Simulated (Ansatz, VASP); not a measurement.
# CO2 in VASP and in Ansatz

```xyz
6
Lattice="2.6199 -2.3799 0.0000 2.6199 2.3799 0.0000 0.0000 0.0000 6.4270" Properties=species:S:1:pos:R:3 pbc="T T T"
C     0.0000    0.0000    0.0000
C     2.6199    0.0000    3.2135
O     2.6199   -1.4491    5.7340
O     2.6199    1.4491    0.6931
O     2.6199   -0.9308    2.5205
O     2.6199    0.9308    3.9066
```

Change from the starting cell: uniaxial_x strain -0.9%.

Alike in both runs: task single point; functional r2SCAN; k mesh 8 × 8 × 4; no spin polarisation.

|  | VASP | Ansatz |
| --- | --- | --- |
| version | VASP 6.6.1 | Ansatz 0.2.0 |
| potentials or method | VASP PAW PBE potentials, release 64 (C, O) | plane waves, PAW |
| plane-wave cutoff (eV) | 520 | 500 |
| occupations | gaussian, width 0.01 eV | fixed |
| valence electrons in the cell | 32 | 32 |

```tsv
	VASP	Ansatz	Ansatz less VASP
gap on the k mesh at the Fermi level (eV)	7.29	7.32	+0.026
pressure (GPa)	2.7	0.7	-2.06
traceless stress, the component that is largest in VASP (GPa)	-2.06	0.33	+2.388
rms of the force components (eV/Å)	0.333	0.038	-0.2950
```

VASP's potentials were made for PBE, not for r2SCAN. Atom by atom the forces differ by 0.371 eV/Å (rms over components).

Noted on VASP's run: the standard files for N, O and F lose accuracy on very short bonds.
